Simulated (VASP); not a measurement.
# Ru (P6_3/mmc) in VASP: further runs, part 2 of 2

VASP 6.6.1. Earlier steps stand in the parts before.

## Step 4: Single point, PBE (13.21 Å³/atom)

This run uses another cell than the first one, of 13.21 Å³/atom.

INCAR reads:

```
PREC = Accurate
ENCUT = 520
EDIFF = 1E-6
ISMEAR = 0
SIGMA = 0.15
LREAL = False
LASPH = True
NELM = 60
ALGO = Fast
ISIF = 2
LWAVE = False
LCHARG = True
GGA = PE
LELF = True
LVHAR = True
NBANDS = 21
```

KPOINTS reads:

```
Automatic mesh
0
Gamma
  21 21 12
```

POSCAR reads:

```
Ru
1.0
    2.7378214739      0.0000000000      0.0000000000
   -1.3689107370      2.3710229474      0.0000000000
    0.0000000000      0.0000000000      4.0705929673
Ru
2
Direct
    0.3333333333      0.6666666667      0.2500000000
    0.6666666667      0.3333333333      0.7500000000
```

Potentials or basis: VASP PAW PBE potentials, release 64 (Ru_pv).

Started as:

```bash
$ cat potpaw_PBE.64/Ru_pv/POTCAR > POTCAR
$ mpirun -np 1 vasp_std > vasp.out
```

OUTCAR:

```text
PREC = Accurate
   ENCUT = 520
   EDIFF = 1E-6
   ISMEAR = 0
   LREAL = False
   LASPH = True
   NELM = 60
   ISIF = 2
   GGA = PE

 ion  position               nearest neighbor table
   1  0.333  0.667  0.250-   2 2.58   2 2.58   2 2.58   2 2.58   2 2.58   2 2.58
   2  0.667  0.333  0.750-   1 2.58   1 2.58   1 2.58   1 2.58   1 2.58   1 2.58

  LATTYP: Found a hexagonal cell.
 ALAT       =     2.7378214739
 C/A-ratio  =     1.4868000000

  Lattice vectors:

 A1 = (   2.7378214739,   0.0000000000,   0.0000000000)
 A2 = (  -1.3689107370,   2.3710229474,   0.0000000000)
 A3 = (   0.0000000000,   0.0000000000,   4.0705929673)

Analysis of symmetry for initial positions (statically):
=====================================================================
 Subroutine PRICEL returns:
 Original cell was already a primitive cell.

 Routine SETGRP: Setting up the symmetry group for a
 hexagonal supercell.

 Subroutine GETGRP returns: Found 24 space group operations
 (whereof 12 operations were pure point group operations)
 out of a pool of 24 trial point group operations.

The static configuration has the point symmetry D_3d.
 The point group associated with its full space group is D_6h.

Analysis of symmetry for dynamics (positions and initial velocities):
=====================================================================
 Subroutine PRICEL returns:
 Original cell was already a primitive cell.

 Routine SETGRP: Setting up the symmetry group for a
 hexagonal supercell.

 Subroutine GETGRP returns: Found 24 space group operations
 (whereof 12 operations were pure point group operations)
 out of a pool of 24 trial point group operations.

The dynamic configuration has the point symmetry D_3d.
 The point group associated with its full space group is D_6h.

 Subroutine INISYM returns: Found 24 space group operations
 (whereof 12 operations are pure point group operations),
 and found     1 'primitive' translations

----------------------------------------------------------------------------------------

                                     Primitive cell

  volume of cell :      26.4240

  direct lattice vectors                    reciprocal lattice vectors
     2.737821474  0.000000000  0.000000000     0.365253911  0.210879444  0.000000000
    -1.368910737  2.371022947  0.000000000     0.000000000  0.421758887  0.000000000
     0.000000000  0.000000000  4.070592967     0.000000000  0.000000000  0.245664454

  length of vectors
     2.737821474  2.737821474  4.070592967     0.421758887  0.421758887  0.245664454

  position of ions in fractional coordinates (direct lattice)
     0.333333333  0.666666667  0.250000000
     0.666666667  0.333333333  0.750000000

  ion indices of the primitive-cell ions
   primitive index   ion index
                 1           1
                 2           2

----------------------------------------------------------------------------------------

 KPOINTS: Automatic mesh

Automatic generation of k-mesh.
 Grid dimensions read from file:
 generate k-points for:   21   21   12

 Generating k-lattice:

  Cartesian coordinates                     Fractional coordinates (reciprocal lattice)
     0.017393043  0.010041878  0.000000000     0.047619048 -0.000000000  0.000000000
     0.000000000  0.020083757  0.000000000     0.000000000  0.047619048  0.000000000
     0.000000000  0.000000000  0.020472038     0.000000000  0.000000000  0.083333333

  Length of vectors
     0.020083757  0.020083757  0.020472038

  Shift w.r.t. Gamma in fractional coordinates (k-lattice)
     0.000000000  0.000000000  0.000000000

 Subroutine IBZKPT returns following result:
 ===========================================

 Found    336 irreducible k-points:

 Following reciprocal coordinates:
            Coordinates               Weight
  0.000000  0.000000  0.000000      1.000000
  0.047619  0.000000  0.000000      6.000000
  0.095238  0.000000  0.000000      6.000000
  0.142857  0.000000  0.000000      6.000000
  0.190476  0.000000  0.000000      6.000000
  0.238095  0.000000  0.000000      6.000000
[... 16 lines left out ...]
  0.142857  0.095238  0.000000     12.000000
  0.190476  0.095238  0.000000     12.000000
 [... further k-points ...]
   k-points           NKPTS =    336   k-points in BZ     NKDIM =    336   number of bands    NBANDS=     21
   number of dos      NEDOS =    301   number of ions     NIONS =      2
   total plane-waves  NPLWV =  12000
   dimension x,y,z NGX =    20 NGY =   20 NGZ =   30
   dimension x,y,z NGXF=    40 NGYF=   40 NGZF=   60
   ions per type =               2
   NGX,Y,Z   is equivalent  to a cutoff of  12.14, 12.14, 12.25 a.u.
   NGXF,Y,Z  is equivalent  to a cutoff of  24.29, 24.29, 24.50 a.u.
 SYSTEM =  unknown system
   PREC   = accura    normal or accurate (medium, high low for compatibility)
   ISTART =      0    job   : 0-new  1-cont  2-samecut
   ICHARG =      2    charge: 1-file 2-atom 10-const
   ISPIN  =      1    spin polarized calculation?
   LNONCOLLINEAR =      F non collinear calculations
   LSORBIT =      F    spin-orbit coupling
   LASPH  =      T    aspherical Exc in radial PAW
   ENCUT  =  520.0 eV  38.22 Ry    6.18 a.u.   5.09  5.09  7.57*2*pi/ulx,y,z
   NELM   =     60;   NELMIN=  2; NELMDL= -5     # of ELM steps
   EDIFF  = 0.1E-05   stopping-criterion for ELM
   LREAL  =      F    real-space projection
[... 7 lines left out ...]
   TEBEG  =    0.0;   TEEND  =   0.0 temperature during run
   PSTRESS=    0.0 pullay stress
   NELECT =      28.0000    total number of electrons
   NUPDOWN=      -1.0000    fix difference up-down
   EMIN   =  10.00;   EMAX   =-10.00  energy-range for DOS
   EFERMI =   0.00;   METHOD = LEGACY
   ISMEAR =     0;   SIGMA  =   0.15  broadening in eV -4-tet -1-fermi 0-gaus
   EFERMI_NEDOS =   21; number of points for ismear=-14 and -15
   IALGO  =     68    algorithm
   IMIX   =      4    mixing-type and parameters
     AMIX     =   0.40;   BMIX     =  1.00
     AMIX_MAG =   1.60;   BMIX_MAG =  1.00
  volume/ion in A,a.u.               =      13.21        89.16
  Fermi-wavevector in a.u.,A,eV,Ry     =   1.669019  3.153989 37.900728  2.785625
  Thomas-Fermi vector in A             =   2.754765
   LORBIT       =      0    0 simple, 1 ext, 2 COOP (PROOUT), +10 PAW based schemes
   GGA     = PE    functional components
   LHFCALC =     F    Hartree Fock is set to
   AEXX    =    0.0000 exact exchange contribution
   IVDW    =     0    specifies the selected vdW correction
   LEPSILON=     F    determine dielectric tensor
   LRPA    =     F    only Hartree local field effects (RPA)
 non-spin polarized calculation
 RMM-DIIS sequential band-by-band and
 Gauss-broadening in eV      SIGMA  =   0.15
  energy-cutoff  :      520.00
  volume of cell :       26.42
 maximum number of plane-waves:       731
   NGX = 11   NGY = 11   NGZ = 15

 number of electron      28.0000012 magnetization

 Free energy of the ion-electron system (eV)
  ---------------------------------------------------
  ext. energy  EPLUGINS =         0.00000000
  ---------------------------------------------------
  free energy    TOTEN  =       -18.32800793 eV

  energy without entropy =      -18.31039062  energy(sigma->0) =      -18.31919928

 E-fermi :  13.3735     XC(G=0): -14.2825

 val. band max:       13.3698051061   @ k =   0.3810   0.0000   0.2500
 cond. band min:      13.3769234297   @ k =   0.2857   0.0000   0.3333
 fundamental gap:      0.0071183237
 Fermi energy:        13.3734810322

 k-point     1 :       0.0000    0.0000    0.0000
  band No.  band energies     occupation
      1     -30.5068      2.00000
      2     -29.4796      2.00000
      3     -29.4796      2.00000
      4     -29.2268      2.00000
      5     -29.2268      2.00000
      6     -29.0998      2.00000
[... 13 lines left out ...]
     20      23.7439      0.00000
     21      24.8652      0.00000

 k-point     2 :       0.0476    0.0000    0.0000
  band No.  band energies     occupation
      1     -30.4982      2.00000
      2     -29.4943      2.00000
      3     -29.4854      2.00000
      4     -29.2426      2.00000
      5     -29.2280      2.00000
      6     -29.1051      2.00000
[... 13 lines left out ...]
     20      23.7439      0.00000
     21      24.8572      0.00000
[... 487 lines left out ...]
      5     -29.2692      2.00000
      6     -29.1988      2.00000
[... 13 lines left out ...]
     20      23.7438      0.00000
     21      24.6375      0.00000

 k-point    24 :       0.1905    0.0952    0.0000
  band No.  band energies     occupation
      1     -30.2856      2.00000
      2     -29.7860      2.00000
      3     -29.6817      2.00000
      4     -29.5073      2.00000
      5     -29.2867      2.00000
      6     -29.2441      2.00000
[... 13 lines left out ...]
     20      23.7438      0.00000
     21      24.5347      0.00000

 [... further k-points ...]
[... 5 lines left out ...]
  --------------------------------------------------------------------------------------
  -------------------------------------------------------------------------------------
  Total        1.0742913      1.0742913      6.0084482     -0.0000000      0.0000000      0.0000000
  in kB       65.1379473     65.1379473    364.3127295     -0.0000000      0.0000000      0.0000000
  external PRESSURE =     164.8628747 kB  Pullay stress =       0.0000000 kB

 VOLUME and BASIS-vectors are now :
 -----------------------------------------------------------------------------
  energy-cutoff  :      520.00
  volume of cell :       26.42
      direct lattice vectors                 reciprocal lattice vectors
     2.737821474  0.000000000  0.000000000     0.365253911  0.210879444  0.000000000
    -1.368910737  2.371022947  0.000000000     0.000000000  0.421758887  0.000000000
     0.000000000  0.000000000  4.070592967     0.000000000  0.000000000  0.245664454

 POSITION                                       TOTAL-FORCE (eV/Angst)
 -----------------------------------------------------------------------------------
     -0.00000      1.58068      1.01765        -0.000000      0.000000      0.000000
      1.36891      0.79034      3.05294         0.000000     -0.000000      0.000000
 -----------------------------------------------------------------------------------
    total drift:                               -0.000000      0.000000     -0.000000

  FREE ENERGIE OF THE ION-ELECTRON SYSTEM (eV)
  ---------------------------------------------------
  free  energy   TOTEN  =       -18.3280079299 eV

  energy  without entropy=      -18.3103906246  energy(sigma->0) =      -18.31919928
```

OSZICAR:

```text
N       E                     dE             d eps       ncg     rms          rms(c)
DAV:   1     0.288138254641E+03    0.28814E+03   -0.17569E+04 14136   0.149E+03
DAV:   2    -0.136489552591E+02   -0.30179E+03   -0.29222E+03 14562   0.447E+02
DAV:   3    -0.195702260208E+02   -0.59213E+01   -0.58885E+01 16527   0.700E+01
DAV:   4    -0.196143426037E+02   -0.44117E-01   -0.44056E-01 17803   0.578E+00
DAV:   5    -0.196148826325E+02   -0.54003E-03   -0.53649E-03 16015   0.570E-01    0.191E+01
RMM:   6    -0.184233377825E+02    0.11915E+01   -0.25136E+00 14417   0.134E+01    0.563E+00
RMM:   7    -0.183352287452E+02    0.88109E-01   -0.37167E-01 15412   0.467E+00    0.116E+00
RMM:   8    -0.183281564669E+02    0.70723E-02   -0.23505E-02 15973   0.144E+00    0.427E-01
RMM:   9    -0.183279923692E+02    0.16410E-03   -0.23826E-03 16110   0.434E-01    0.721E-02
RMM:  10    -0.183280116915E+02   -0.19322E-04   -0.32774E-04 16482   0.164E-01    0.236E-02
RMM:  11    -0.183280101244E+02    0.15671E-05   -0.57362E-05 17141   0.534E-02    0.553E-03
RMM:  12    -0.183280074833E+02    0.26411E-05   -0.11318E-05 16318   0.234E-02    0.220E-03
RMM:  13    -0.183280079299E+02   -0.44662E-06   -0.12843E-06 11540   0.955E-03
   1 F= -.18328008E+02 E0= -.18319199E+02  d E =-.176173E-01
```

stdout:

```text
POSCAR found type information on POSCAR Ru
 POSCAR found :  1 types and       2 ions
 scaLAPACK will be used
 LDA part: xc-table for (Slater+PW92), standard interpolation
 POSCAR, INCAR and KPOINTS ok, starting setup
 FFT: planning ... GRIDC
 FFT: planning ... GRID_SOFT
 FFT: planning ... GRID
 WAVECAR not read
 entering main loop
WARNING in EDDRMM: call to ZHEGV failed, returncode =   8  4     21
```

Wall time 2 min (1 thread of Intel Xeon Platinum 8259CL at 2.50GHz (Skylake/Cascade Lake), shared host); peak memory 0.25 GiB.

What came out:

```yaml
Free_energy: -18.3280 eV
Pressure: 16.5 GPa
Band_gap_on_the_k_mesh: zero (bands 14 and 15 overlap by 3.28 eV)
```

Caveat: the stress differs along the axes, from 7 to 36 GPa.

## Step 5: Summary

| cell | gap on the mesh (eV) | pressure (GPa) |
| --- | --- | --- |
| a = 2.754, b = 2.754, c = 3.854 Å, angles 90.0, 90.0, 120.0°, 2 atoms | none | 40.2 |
| a = 2.629, b = 2.629, c = 4.414 Å, angles 90.0, 90.0, 120.0°, 2 atoms | none | 14.8 |
| a = 2.738, b = 2.738, c = 4.071 Å, angles 90.0, 90.0, 120.0°, 2 atoms | none | 16.5 |

Alike in all rows: task single point; level PBE; potentials or basis VASP PAW PBE potentials, release 64 (Ru_pv); no spin polarisation; k mesh 21 × 21 × 12; cutoff (eV) 520; smearing gaussian 0.15 eV.

Caveats: the stress differs along the axes, from 19 to 82 GPa (at least some runs); the stress differs along the axes, from -6 to 25 GPa (at least some runs); the stress differs along the axes, from 7 to 36 GPa (at least some runs).

Total energies depend on the potentials used, so only differences within one code and one set of settings carry meaning.
